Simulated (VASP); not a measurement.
# LiF (P6_3mc) in VASP: further runs, part 2 of 2

VASP 6.6.1. The steps go on from the part before.

## Step 3: Single point, LDA

This run uses another cell than the first one, of the same volume but with other edges.

Input file INCAR:

```
SYSTEM = LiF
PREC = Accurate
ENCUT = 520
EDIFF = 1E-6
ISMEAR = 0
SIGMA = 0.05
LREAL = .FALSE.
LASPH = .TRUE.
NELM = 100
ALGO = Normal
ISIF = 2
LWAVE = .FALSE.
LCHARG = .TRUE.
GGA = CA
LELF = .TRUE.
LVHAR = .TRUE.
NBANDS = 18
```

Input file KPOINTS:

```
Automatic mesh
0
G
  9 9 6
  0 0 0
```

Input file POSCAR:

```
LiF
1.0
    2.9533413869      0.0000000000      0.0000000000
   -1.4766706934      2.5576686671      0.0000000000
    0.0000000000      0.0000000000      4.9043187070
Li F
2 2
Direct
    0.3333333333      0.6666666667      0.3746202181
    0.6666666667      0.3333333333      0.8746202181
    0.3333333333      0.6666666667      0.9910195924
    0.6666666667      0.3333333333      0.4910195924
```

Potentials or basis: VASP PAW LDA potentials, release 64 (Li_sv, F).

Run with:

```console
$ cat potpaw_LDA.64/Li_sv/POTCAR potpaw_LDA.64/F/POTCAR > POTCAR
$ mpirun -np 1 vasp_std > vasp.out
```

OUTCAR:

```text
SYSTEM = LiF
   PREC = Accurate
   ENCUT = 520
   EDIFF = 1E-6
   ISMEAR = 0
   LREAL = .FALSE.
   LASPH = .TRUE.
   NELM = 100
   ISIF = 2
   GGA = CA

 ion  position               nearest neighbor table
   1  0.333  0.667  0.375-   4 1.80   4 1.80   4 1.80   3 1.88
   2  0.667  0.333  0.875-   3 1.80   3 1.80   3 1.80   4 1.88
   3  0.333  0.667  0.991-   2 1.80   2 1.80   2 1.80   1 1.88
   4  0.667  0.333  0.491-   1 1.80   1 1.80   1 1.80   2 1.88

  LATTYP: Found a hexagonal cell.
 ALAT       =     2.9533413869
 C/A-ratio  =     1.6606000000

  Lattice vectors:

 A1 = (   2.9533413869,   0.0000000000,   0.0000000000)
 A2 = (  -1.4766706934,   2.5576686671,   0.0000000000)
 A3 = (   0.0000000000,   0.0000000000,   4.9043187070)

Analysis of symmetry for initial positions (statically):
=====================================================================
 Subroutine PRICEL returns:
 Original cell was already a primitive cell.

 Routine SETGRP: Setting up the symmetry group for a
 hexagonal supercell.

[... 172 lines left out ...]

 E-fermi :  -2.2671     XC(G=0):  -9.8670

 val. band max:       -2.5287468915   @ k =   0.0000   0.0000   0.0000
 cond. band min:       5.4275145742   @ k =   0.0000   0.0000   0.0000
 fundamental gap:      7.9562614657
 Fermi energy:        -2.2671196421

 k-point     1 :       0.0000    0.0000    0.0000
  band No.  band energies     occupation
      1     -41.5635      2.00000
      2     -41.5084      2.00000
      3     -21.5609      2.00000
      4     -21.3408      2.00000
      5      -4.8670      2.00000
      6      -2.8416      2.00000
[... 481 lines left out ...]
      5      -4.6996      2.00000
      6      -3.7984      2.00000
[... 10 lines left out ...]
     17      16.3076      0.00000
     18      19.3552      0.00000

 [... further k-points ...]

------------------------ aborting loop because EDIFF is reached ----------------------------------------

  FORCE on cell =-STRESS in cart. coord.  units (eV):
  Direction    XX          YY          ZZ          XY          YZ          ZX
  --------------------------------------------------------------------------------------
  -------------------------------------------------------------------------------------
  Total        0.4933422      0.4933422     -0.8132771      0.0000000      0.0000000     -0.0000000
  in kB       21.3364545     21.3364545    -35.1732505      0.0000000      0.0000000     -0.0000000
  external PRESSURE =       2.4998862 kB  Pullay stress =       0.0000000 kB

 VOLUME and BASIS-vectors are now :
 -----------------------------------------------------------------------------
  energy-cutoff  :      520.00
  volume of cell :       37.05
      direct lattice vectors                 reciprocal lattice vectors
     2.953341387  0.000000000  0.000000000     0.338599528  0.195490529  0.000000000
    -1.476670693  2.557668667  0.000000000     0.000000000  0.390981057  0.000000000
     0.000000000  0.000000000  4.904318707     0.000000000  0.000000000  0.203901920

 POSITION                                       TOTAL-FORCE (eV/Angst)
 -----------------------------------------------------------------------------------
     -0.00000      1.70511      1.83726        -0.000000     -0.000000     -0.168423
      1.47667      0.85256      4.28942         0.000000     -0.000000     -0.168423
     -0.00000      1.70511      4.86028        -0.000000     -0.000000      0.168423
      1.47667      0.85256      2.40812         0.000000      0.000000      0.168423
 -----------------------------------------------------------------------------------
    total drift:                               -0.000000     -0.000000     -0.000148

  FREE ENERGIE OF THE ION-ELECTRON SYSTEM (eV)
  ---------------------------------------------------
  free  energy   TOTEN  =       -20.7848421265 eV

  energy  without entropy=      -20.7848421265  energy(sigma->0) =      -20.78484213
```

Wall time 15 s (1 thread of Intel Xeon Platinum 8559C (Emerald Rapids), shared host); peak memory 0.14 GiB.

What came out:

* Free energy: -20.7848 eV
* Largest force: 0.168 eV/Å
* Band gap on the k mesh: 7.96 eV

Forces on the atoms (eV/Å):
```
Li   0.000  0.000 -0.168
Li   0.000  0.000 -0.168
F    0.000  0.000  0.168
F    0.000  0.000  0.168
```

Caveat: the cutoff is under 1.25 times the usual one of these potentials, so pressure, stress and relaxed cells hold a basis-set (Pulay) error. A k mesh can miss the band edges.

## Step 4: Single point, LDA

This run uses another cell than the first one, of the same volume but with other edges.

Input file INCAR:

```
SYSTEM = LiF
ALGO = Normal
EDIFF = 1E-7
ENCUT = 520
GGA = CA
ISIF = 2
ISMEAR = 0
LASPH = .TRUE.
LCHARG = .TRUE.
LELF = .TRUE.
LREAL = .FALSE.
LVHAR = .TRUE.
LWAVE = .FALSE.
NBANDS = 18
NELM = 60
PREC = Accurate
SIGMA = 0.05
```

Input file KPOINTS:

```
k-points
0
G
  9 9 6
  0 0 0
```

Input file POSCAR:

```
LiF
1.0
    2.9830981508      0.0000000000      0.0000000000
   -1.4915490754      2.5834387805      0.0000000000
    0.0000000000      0.0000000000      4.8069643601
Li F
2 2
Direct
    0.3333333333      0.6666666667      0.3933365971
    0.6666666667      0.3333333333      0.8933365971
    0.3333333333      0.6666666667      0.9910195924
    0.6666666667      0.3333333333      0.4910195924
```

Potentials or basis: VASP PAW LDA potentials, release 64 (Li_sv, F).

Run with:

```console
$ cat potpaw_LDA.64/Li_sv/POTCAR potpaw_LDA.64/F/POTCAR > POTCAR
$ mpirun -np 1 vasp_std > vasp.out
```

OUTCAR:

```text
SYSTEM = LiF
   EDIFF = 1E-7
   ENCUT = 520
   GGA = CA
   ISIF = 2
   ISMEAR = 0
   LASPH = .TRUE.
   LREAL = .FALSE.
   NELM = 60
   PREC = Accurate

 ion  position               nearest neighbor table
   1  0.333  0.667  0.393-   4 1.79   4 1.79   4 1.79   3 1.93
   2  0.667  0.333  0.893-   3 1.79   3 1.79   3 1.79   4 1.93
   3  0.333  0.667  0.991-   2 1.79   2 1.79   2 1.79   1 1.93
   4  0.667  0.333  0.491-   1 1.79   1 1.79   1 1.79   2 1.93

  LATTYP: Found a hexagonal cell.
 ALAT       =     2.9830981508
 C/A-ratio  =     1.6114000000

  Lattice vectors:

 A1 = (   2.9830981508,   0.0000000000,   0.0000000000)
 A2 = (  -1.4915490754,   2.5834387805,   0.0000000000)
 A3 = (   0.0000000000,   0.0000000000,   4.8069643601)

Analysis of symmetry for initial positions (statically):
=====================================================================
 Subroutine PRICEL returns:
 Original cell was already a primitive cell.

 Routine SETGRP: Setting up the symmetry group for a
 hexagonal supercell.

 Subroutine GETGRP returns: Found 12 space group operations
 (whereof  6 operations were pure point group operations)
 out of a pool of 24 trial point group operations.

The static configuration has the point symmetry C_3v.
 The point group associated with its full space group is C_6v.

Analysis of symmetry for dynamics (positions and initial velocities):
=====================================================================
 Subroutine PRICEL returns:
 Original cell was already a primitive cell.

 Routine SETGRP: Setting up the symmetry group for a
 hexagonal supercell.

 Subroutine GETGRP returns: Found 12 space group operations
 (whereof  6 operations were pure point group operations)
 out of a pool of 24 trial point group operations.

The dynamic configuration has the point symmetry C_3v.
 The point group associated with its full space group is C_6v.
[... 121 lines left out ...]
   IMIX   =      4    mixing-type and parameters
     AMIX     =   0.40;   BMIX     =  1.00
     AMIX_MAG =   1.60;   BMIX_MAG =  1.00
  volume/ion in A,a.u.               =       9.26        62.50
  Fermi-wavevector in a.u.,A,eV,Ry     =   1.333028  2.519058 24.177060  1.776964
  Thomas-Fermi vector in A             =   2.461918
   LORBIT       =      0    0 simple, 1 ext, 2 COOP (PROOUT), +10 PAW based schemes
   GGA     = CA    functional components
   LHFCALC =     F    Hartree Fock is set to
   AEXX    =    0.0000 exact exchange contribution
   IVDW    =     0    specifies the selected vdW correction
   LEPSILON=     F    determine dielectric tensor
   LRPA    =     F    only Hartree local field effects (RPA)
 non-spin polarized calculation
 Gauss-broadening in eV      SIGMA  =   0.05
  energy-cutoff  :      520.00
  volume of cell :       37.05
 maximum number of plane-waves:      1032
 NGX is ok and might be reduce to    24

 number of electron      20.0000032 magnetization

 Free energy of the ion-electron system (eV)
  ---------------------------------------------------
  ext. energy  EPLUGINS =         0.00000000
  ---------------------------------------------------
  free energy    TOTEN  =       -20.77053361 eV

  energy without entropy =      -20.77053361  energy(sigma->0) =      -20.77053361

 E-fermi :  -2.0412     XC(G=0):  -9.8661

 val. band max:       -2.3913220702   @ k =   0.0000   0.0000   0.0000
 cond. band min:       5.4267379167   @ k =   0.0000   0.0000   0.0000
 fundamental gap:      7.8180599870
 Fermi energy:        -2.0411541036

 k-point     1 :       0.0000    0.0000    0.0000
  band No.  band energies     occupation
      1     -41.5634      2.00000
      2     -41.5069      2.00000
      3     -21.5636      2.00000
      4     -21.2726      2.00000
      5      -4.9455      2.00000
      6      -2.9506      2.00000
[... 481 lines left out ...]
      5      -4.7676      2.00000
      6      -3.8161      2.00000
[... 10 lines left out ...]
     17      16.2019      0.00000
     18      19.3839      0.00000

 [... further k-points ...]

------------------------ aborting loop because EDIFF is reached ----------------------------------------

  FORCE on cell =-STRESS in cart. coord.  units (eV):
  Direction    XX          YY          ZZ          XY          YZ          ZX
  --------------------------------------------------------------------------------------
  -------------------------------------------------------------------------------------
  Total        0.6312353      0.6312353     -0.9298350      0.0000000      0.0000000     -0.0000000
  in kB       27.3001646     27.3001646    -40.2142407      0.0000000      0.0000000     -0.0000000
  external PRESSURE =       4.7953629 kB  Pullay stress =       0.0000000 kB

 VOLUME and BASIS-vectors are now :
 -----------------------------------------------------------------------------
  energy-cutoff  :      520.00
  volume of cell :       37.05
      direct lattice vectors                 reciprocal lattice vectors
     2.983098151  0.000000000  0.000000000     0.335221957  0.193540487  0.000000000
    -1.491549075  2.583438780  0.000000000     0.000000000  0.387080974  0.000000000
     0.000000000  0.000000000  4.806964360     0.000000000  0.000000000  0.208031499

 POSITION                                       TOTAL-FORCE (eV/Angst)
 -----------------------------------------------------------------------------------
     -0.00000      1.72229      1.89076         0.000000     -0.000000     -0.289501
      1.49155      0.86115      4.29424        -0.000000      0.000000     -0.289501
     -0.00000      1.72229      4.76380         0.000000      0.000000      0.289501
      1.49155      0.86115      2.36031        -0.000000      0.000000      0.289501
 -----------------------------------------------------------------------------------
    total drift:                               -0.000000     -0.000000      0.002528

  FREE ENERGIE OF THE ION-ELECTRON SYSTEM (eV)
  ---------------------------------------------------
  free  energy   TOTEN  =       -20.7705336093 eV

  energy  without entropy=      -20.7705336093  energy(sigma->0) =      -20.77053361
```

OSZICAR:

```text
N       E                     dE             d eps       ncg     rms          rms(c)
DAV:   1     0.116101764196E+03    0.11610E+03   -0.11024E+04  1728   0.121E+03
DAV:   2    -0.120309886969E+02   -0.12813E+03   -0.12547E+03  2002   0.298E+02
DAV:   3    -0.221058852041E+02   -0.10075E+02   -0.10014E+02  3206   0.617E+01
DAV:   4    -0.221886538332E+02   -0.82769E-01   -0.82659E-01  2182   0.730E+00
DAV:   5    -0.221895915572E+02   -0.93772E-03   -0.93747E-03  2320   0.626E-01    0.699E+00
DAV:   6    -0.207983511237E+02    0.13912E+01   -0.35358E+00  1804   0.146E+01    0.217E+00
DAV:   7    -0.207799425814E+02    0.18409E-01   -0.11487E-01  1992   0.241E+00    0.138E+00
DAV:   8    -0.207714006098E+02    0.85420E-02   -0.42790E-02  2350   0.197E+00    0.324E-01
DAV:   9    -0.207703709152E+02    0.10297E-02   -0.54105E-03  1946   0.619E-01    0.838E-02
DAV:  10    -0.207705381347E+02   -0.16722E-03   -0.27219E-04  1858   0.140E-01    0.251E-02
DAV:  11    -0.207705337840E+02    0.43507E-05   -0.17171E-05  2402   0.411E-02    0.564E-03
DAV:  12    -0.207705336382E+02    0.14575E-06   -0.98340E-07  2766   0.837E-03    0.110E-03
DAV:  13    -0.207705336093E+02    0.28950E-07   -0.35143E-08  1376   0.185E-03
   1 F= -.20770534E+02 E0= -.20770534E+02  d E =-.290384E-25
```

It took 16 s on 1 thread of Intel Xeon Platinum 8559C (Emerald Rapids), shared host; peak memory 0.14 GiB.

Results:

```
Free energy            : -20.7705 eV
Largest force          : 0.290 eV/Å
Band gap on the k mesh : 7.82 eV
```

Forces in eV/Å, atoms in the order of the input:
```
Li   0.000  0.000 -0.290
Li   0.000  0.000 -0.290
F    0.000  0.000  0.290
F    0.000  0.000  0.290
```

Caveat: the cutoff is under 1.25 times the usual one of these potentials, so pressure, stress and relaxed cells hold a basis-set (Pulay) error. A k mesh can miss the band edges.

## Step 5: Summary

```tsv
cell	gap on the mesh (eV)	largest force (eV/Å)
a = 3.046, b = 3.046, c = 4.609 Å, angles 90.0, 90.0, 120.0°, 4 atoms, atomic positions A	7.60	0.28
a = 2.953, b = 2.953, c = 4.904 Å, angles 90.0, 90.0, 120.0°, 4 atoms, atomic positions B	7.96	0.17
a = 2.983, b = 2.983, c = 4.807 Å, angles 90.0, 90.0, 120.0°, 4 atoms, atomic positions C	7.82	0.29
```

Alike in all rows: task single point; level LDA; potentials or basis VASP PAW LDA potentials, release 64 (Li_sv, F); no spin polarisation; k mesh 9 × 9 × 6; cutoff (eV) 520; smearing gaussian 0.05 eV.

Caveats: the cutoff is under 1.25 times the usual one of these potentials, so pressure, stress and relaxed cells hold a basis-set (Pulay) error.

Total energies depend on the potentials used, so only differences within one code and one set of settings carry meaning.
